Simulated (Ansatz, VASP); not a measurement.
## NiO2: VASP beside Ansatz

```
CELL_PARAMETERS angstrom
2.73044 0.00000 0.00000
-1.36522 2.36463 0.00000
0.00000 0.00000 5.16955
ATOMIC_POSITIONS crystal
Ni 0.00000 0.00000 0.50000
O 0.66667 0.33333 0.68766
O 0.33333 0.66667 0.31234
```

Alike in both runs: task single point; functional PBEsol; k mesh 12 × 12 × 6; occupations gaussian, width 0.05 eV; no spin polarisation.

```csv
,VASP,Ansatz
version,VASP 6.6.1,Ansatz 0.2.0
potentials or method,"VASP PAW PBE potentials, release 64 (Ni_sv_GW, O), cutoff 700 eV","scalar-relativistic, plane waves, PAW"
valence electrons in the cell,30,30
```

|  | VASP | Ansatz | Ansatz less VASP |
| --- | --- | --- | --- |
| gap on the k mesh at the Fermi level (eV) | 1.18 | 1.19 | +0.010 |
| least direct gap on the mesh (eV) | 1.37 | 1.37 | +0.008 |
| pressure (GPa) | 3.1 | 3.3 | +0.16 |
| traceless stress, the component that is largest in VASP (GPa) | -5.91 | -5.47 | +0.438 |
| rms of the force components (eV/Å) | 0.085 | 0.109 | +0.0243 |

VASP's potentials were made for PBE, not for PBEsol. Atom by atom the forces differ by 0.024 eV/Å (rms over components).
